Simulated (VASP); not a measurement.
# WC (Fm-3m) in VASP: single point with LDA

Aim: the single point of WC with LDA.

Everything below comes from runs of VASP 6.6.1. Logs are shortened: lines on timing, memory, paths and dates and some standing lists are left out, and cuts for length are marked.

### 1 The cell of the first run

The structure is cubic, space group Fm-3m (No. 225). The conventional cell has a = 4.385 Å, b = 4.385 Å, c = 4.385 Å, α = 90.00°, β = 90.00°, γ = 90.00°. W (site symmetry m-3m) has 6 C at 2.19 Å within 2.9 Å. Within 2.9 Å of C (site symmetry m-3m) lie 6 W at 2.19 Å.

### 2 Single point, LDA

The input, INCAR:

```
SYSTEM = WC
PREC = Accurate ; ENCUT = 1300
EDIFF = 1E-6 ; ISMEAR = 1
SIGMA = 0.1 ; LREAL = .FALSE.
LASPH = .TRUE. ; NELM = 120
ALGO = Normal ; ISIF = 2
LWAVE = .FALSE. ; LCHARG = .FALSE.
GGA = CA ; NBANDS = 16
GGA_COMPAT = .FALSE.
```

The input, KPOINTS:

```
Automatic mesh
0
G
  9 9 9
  0 0 0
```

The input, POSCAR:

```
WC
1.0
    0.0000000000      2.1926840000      2.1926840000
    2.1926840000      0.0000000000      2.1926840000
    2.1926840000      2.1926840000      0.0000000000
W C
1 1
Direct
    0.0000000000      0.0000000000      0.0000000000
    0.5000000000      0.5000000000      0.5000000000
```

Potentials or basis: VASP PAW LDA potentials, release 64 (W_sv, C_h).

The run is started by

```console
> cat potpaw_LDA.64/W_sv/POTCAR potpaw_LDA.64/C_h/POTCAR > POTCAR
> mpirun -np 1 vasp_std > vasp.out
```

OUTCAR:

```text
SYSTEM = WC
   PREC = Accurate
   ENCUT = 1300
   EDIFF = 1E-6
   ISMEAR = 1
   LREAL = .FALSE.
   LASPH = .TRUE.
   NELM = 120
   ISIF = 2
   GGA = CA

 ion  position               nearest neighbor table
   1  0.000  0.000  0.000-   2 2.19   2 2.19   2 2.19   2 2.19   2 2.19   2 2.19
   2  0.500  0.500  0.500-   1 2.19   1 2.19   1 2.19   1 2.19   1 2.19   1 2.19

  LATTYP: Found a face centered cubic cell.
 ALAT       =     4.3853680000

  Lattice vectors:

 A1 = (   0.0000000000,   2.1926840000,   2.1926840000)
 A2 = (   2.1926840000,   0.0000000000,   2.1926840000)
 A3 = (   2.1926840000,   2.1926840000,   0.0000000000)

Analysis of symmetry for initial positions (statically):
=====================================================================
 Subroutine PRICEL returns:
 Original cell was already a primitive cell.

 Routine SETGRP: Setting up the symmetry group for a
 face centered cubic supercell.

 Subroutine GETGRP returns: Found 48 space group operations
 (whereof 48 operations were pure point group operations)
 out of a pool of 48 trial point group operations.

The static configuration has the point symmetry O_h .

Analysis of symmetry for dynamics (positions and initial velocities):
=====================================================================
 Subroutine PRICEL returns:
 Original cell was already a primitive cell.

 Routine SETGRP: Setting up the symmetry group for a
 face centered cubic supercell.

 Subroutine GETGRP returns: Found 48 space group operations
 (whereof 48 operations were pure point group operations)
 out of a pool of 48 trial point group operations.

The dynamic configuration has the point symmetry O_h .

 Subroutine INISYM returns: Found 48 space group operations
 (whereof 48 operations are pure point group operations),
 and found     1 'primitive' translations

----------------------------------------------------------------------------------------

                                     Primitive cell

  volume of cell :      21.0842

  direct lattice vectors                    reciprocal lattice vectors
     0.000000000  2.192684000  2.192684000    -0.228031034  0.228031034  0.228031034
     2.192684000  0.000000000  2.192684000     0.228031034 -0.228031034  0.228031034
     2.192684000  2.192684000  0.000000000     0.228031034  0.228031034 -0.228031034

  length of vectors
     3.100923451  3.100923451  3.100923451     0.394961337  0.394961337  0.394961337

  position of ions in fractional coordinates (direct lattice)
     0.000000000  0.000000000  0.000000000
     0.500000000  0.500000000  0.500000000

  ion indices of the primitive-cell ions
   primitive index   ion index
                 1           1
                 2           2

----------------------------------------------------------------------------------------

 KPOINTS: Automatic mesh

Automatic generation of k-mesh.
 Grid dimensions read from file:
 generate k-points for:    9    9    9

 Generating k-lattice:

  Cartesian coordinates                     Fractional coordinates (reciprocal lattice)
    -0.025336782  0.025336782  0.025336782     0.111111111  0.000000000  0.000000000
     0.025336782 -0.025336782  0.025336782     0.000000000  0.111111111  0.000000000
     0.025336782  0.025336782 -0.025336782     0.000000000  0.000000000  0.111111111

  Length of vectors
     0.043884593  0.043884593  0.043884593

  Shift w.r.t. Gamma in fractional coordinates (k-lattice)
     0.000000000  0.000000000  0.000000000

 Subroutine IBZKPT returns following result:
 ===========================================

 Found     35 irreducible k-points:

 Following reciprocal coordinates:
            Coordinates               Weight
  0.000000  0.000000  0.000000      1.000000
  0.111111  0.000000  0.000000      8.000000
  0.222222  0.000000  0.000000      8.000000
  0.333333  0.000000  0.000000      8.000000
  0.444444  0.000000  0.000000      8.000000
  0.111111  0.111111  0.000000      6.000000
[... 16 lines left out ...]
 -0.333333  0.333333  0.000000     12.000000
  0.444444  0.444444  0.000000      6.000000
 [... further k-points ...]
   k-points           NKPTS =     35   k-points in BZ     NKDIM =     35   number of bands    NBANDS=     16
   number of dos      NEDOS =    301   number of ions     NIONS =      2
   total plane-waves  NPLWV =  46656
   dimension x,y,z NGX =    36 NGY =   36 NGZ =   36
   dimension x,y,z NGXF=    72 NGYF=   72 NGZF=   72
   ions per type =               1   1
   NGX,Y,Z   is equivalent  to a cutoff of  19.30, 19.30, 19.30 a.u.
   NGXF,Y,Z  is equivalent  to a cutoff of  38.60, 38.60, 38.60 a.u.
 SYSTEM =  WC
   PREC   = accura    normal or accurate (medium, high low for compatibility)
   ISTART =      0    job   : 0-new  1-cont  2-samecut
   ICHARG =      2    charge: 1-file 2-atom 10-const
   ISPIN  =      1    spin polarized calculation?
   LNONCOLLINEAR =      F non collinear calculations
   LSORBIT =      F    spin-orbit coupling
   LASPH  =      T    aspherical Exc in radial PAW
   ENCUT  = 1300.0 eV  95.55 Ry    9.77 a.u.   9.12  9.12  9.12*2*pi/ulx,y,z
   NELM   =    120;   NELMIN=  2; NELMDL= -5     # of ELM steps
   EDIFF  = 0.1E-05   stopping-criterion for ELM
   LREAL  =      F    real-space projection
   EDIFFG = 0.1E-04   stopping-criterion for IOM
   NSW    =      0    number of steps for IOM
   IBRION =     -1    ionic relax: 0-MD 1-quasi-New 2-CG
   NFREE  =      0    steps in history (QN), initial steepest desc. (CG)
   ISIF   =      2    stress and relaxation
   ISYM   =      2    0-nonsym 1-usesym 2-fastsym
   POTIM  = 0.5000    time-step for ionic-motion
   TEBEG  =    0.0;   TEEND  =   0.0 temperature during run
   PSTRESS=    0.0 pullay stress
   NELECT =      18.0000    total number of electrons
   NUPDOWN=      -1.0000    fix difference up-down
   EMIN   =  10.00;   EMAX   =-10.00  energy-range for DOS
   EFERMI =   0.00;   METHOD = LEGACY
   ISMEAR =     1;   SIGMA  =   0.10  broadening in eV -4-tet -1-fermi 0-gaus
   EFERMI_NEDOS =   21; number of points for ismear=-14 and -15
   IALGO  =     38    algorithm
   IMIX   =      4    mixing-type and parameters
     AMIX     =   0.40;   BMIX     =  1.00
     AMIX_MAG =   1.60;   BMIX_MAG =  1.00
  volume/ion in A,a.u.               =      10.54        71.14
  Fermi-wavevector in a.u.,A,eV,Ry     =   1.553029  2.934800 32.815887  2.411900
  Thomas-Fermi vector in A             =   2.657319
   LORBIT       =      0    0 simple, 1 ext, 2 COOP (PROOUT), +10 PAW based schemes
   GGA     = CA    functional components
   LHFCALC =     F    Hartree Fock is set to
   AEXX    =    0.0000 exact exchange contribution
   IVDW    =     0    specifies the selected vdW correction
   LEPSILON=     F    determine dielectric tensor
   LRPA    =     F    only Hartree local field effects (RPA)
 non-spin polarized calculation
 Methfessel and Paxton  Order N= 1 SIGMA  =   0.10
  energy-cutoff  :     1300.00
  volume of cell :       21.08
 maximum number of plane-waves:      2259
   NGX = 19   NGY = 19   NGZ = 19

 number of electron      18.0000000 magnetization

 Free energy of the ion-electron system (eV)
  ---------------------------------------------------
  ext. energy  EPLUGINS =         0.00000000
  ---------------------------------------------------
  free energy    TOTEN  =       -23.75935411 eV

  energy without entropy =      -23.75690344  energy(sigma->0) =      -23.75853722

 E-fermi :  12.4725     XC(G=0): -13.9364

 val. band max:       12.4457167274   @ k =   0.3333   0.0000   0.0000
 cond. band min:      12.4849009451   @ k =  -0.2222   0.1111   0.0000
 fundamental gap:      0.0391842178
 Fermi energy:        12.4724765141

 k-point     1 :       0.0000    0.0000    0.0000
  band No.  band energies     occupation
      1     -62.3533      2.00000
      2     -26.6064      2.00000
      3     -26.6064      2.00000
      4     -26.6064      2.00000
      5      -3.0357      2.00000
      6       9.8407      2.00000
[... 8 lines left out ...]
     15      22.3306      0.00000
     16      35.9536      0.00000

 k-point     2 :       0.1111    0.0000    0.0000
  band No.  band energies     occupation
      1     -62.3488      2.00000
      2     -26.6793      2.00000
      3     -26.6143      2.00000
      4     -26.6143      2.00000
      5      -2.6904      2.00000
      6       8.7796      2.00000
[... 8 lines left out ...]
     15      23.1150      0.00000
     16      32.9010      0.00000

 k-point     3 :       0.2222    0.0000    0.0000
  band No.  band energies     occupation
      1     -62.3375      2.00000
      2     -26.8600      2.00000
      3     -26.6340      2.00000
      4     -26.6340      2.00000
      5      -1.7280      2.00000
      6       6.9231      2.00000
[... 8 lines left out ...]
     15      24.6419      0.00000
     16      30.0403      0.00000

 k-point     4 :       0.3333    0.0000    0.0000
  band No.  band energies     occupation
      1     -62.3247      2.00000
      2     -27.0592      2.00000
      3     -26.6564      2.00000
      4     -26.6564      2.00000
      5      -0.3418      2.00000
      6       5.0279      2.00000
[... 8 lines left out ...]
     15      25.3721      0.00000
     16      27.1967      0.00000
[... 324 lines left out ...]
 k-point    22 :      -0.4444    0.3333    0.0000
  band No.  band energies     occupation
      1     -62.3042      2.00000
      2     -27.0780      2.00000
      3     -26.9027      2.00000
      4     -26.7735      2.00000
      5      -0.1222      2.00000
      6       5.7625      2.00000
[... 8 lines left out ...]
     15      23.9816      0.00000
     16      26.9032      0.00000

 k-point    23 :      -0.3333    0.3333    0.0000
  band No.  band energies     occupation
      1     -62.3056      2.00000
      2     -27.0052      2.00000
      3     -26.9906      2.00000
      4     -26.7369      2.00000
      5       0.4141      2.00000
      6       4.8671      2.00000
[... 8 lines left out ...]
     15      24.2205      0.00000
     16      24.8742      0.00000

 k-point    24 :       0.4444    0.4444    0.0000
  band No.  band energies     occupation
      1     -62.3039      2.00000
      2     -27.1288      2.00000
      3     -26.8129      2.00000
      4     -26.8129      2.00000
      5      -0.7904      2.00000
      6       6.7984      2.00000
[... 8 lines left out ...]
     15      24.4854      0.00000
     16      29.9921      0.00000

 [... further k-points ...]

------------------------ aborting loop because EDIFF is reached ----------------------------------------

  FORCE on cell =-STRESS in cart. coord.  units (eV):
  Direction    XX          YY          ZZ          XY          YZ          ZX
  --------------------------------------------------------------------------------------
  -------------------------------------------------------------------------------------
  Total       -1.7853434     -1.7853434     -1.7853434      0.0000000      0.0000000      0.0000000
  in kB     -135.6669928   -135.6669928   -135.6669928      0.0000000      0.0000000      0.0000000
  external PRESSURE =    -135.6669928 kB  Pullay stress =       0.0000000 kB

 VOLUME and BASIS-vectors are now :
 -----------------------------------------------------------------------------
  energy-cutoff  :     1300.00
  volume of cell :       21.08
      direct lattice vectors                 reciprocal lattice vectors
     0.000000000  2.192684000  2.192684000    -0.228031034  0.228031034  0.228031034
     2.192684000  0.000000000  2.192684000     0.228031034 -0.228031034  0.228031034
     2.192684000  2.192684000  0.000000000     0.228031034  0.228031034 -0.228031034

 POSITION                                       TOTAL-FORCE (eV/Angst)
 -----------------------------------------------------------------------------------
      0.00000      0.00000      0.00000        -0.000000      0.000000     -0.000000
      2.19268      2.19268      2.19268         0.000000      0.000000      0.000000
 -----------------------------------------------------------------------------------
    total drift:                               -0.000000      0.000000      0.000000

  FREE ENERGIE OF THE ION-ELECTRON SYSTEM (eV)
  ---------------------------------------------------
  free  energy   TOTEN  =       -23.7593541097 eV

  energy  without entropy=      -23.7569034358  energy(sigma->0) =      -23.75853722
```

Wall time 18 s (1 thread of Intel Xeon 6975P-C (Granite Rapids), shared host); peak memory 0.21 GiB.

Results:

| Quantity | Value |
| --- | --- |
| Free energy | -23.7594 eV |
| Pressure | -13.6 GPa |
| Band gap on the k mesh | zero (bands 9 and 10 overlap by 2.98 eV) |

Caveat: the cell stands under tension; spin-orbit coupling is left out, which moves the levels of the heavy elements.

The gap in the log of VASP goes by the Fermi energy; the results here count the filled bands.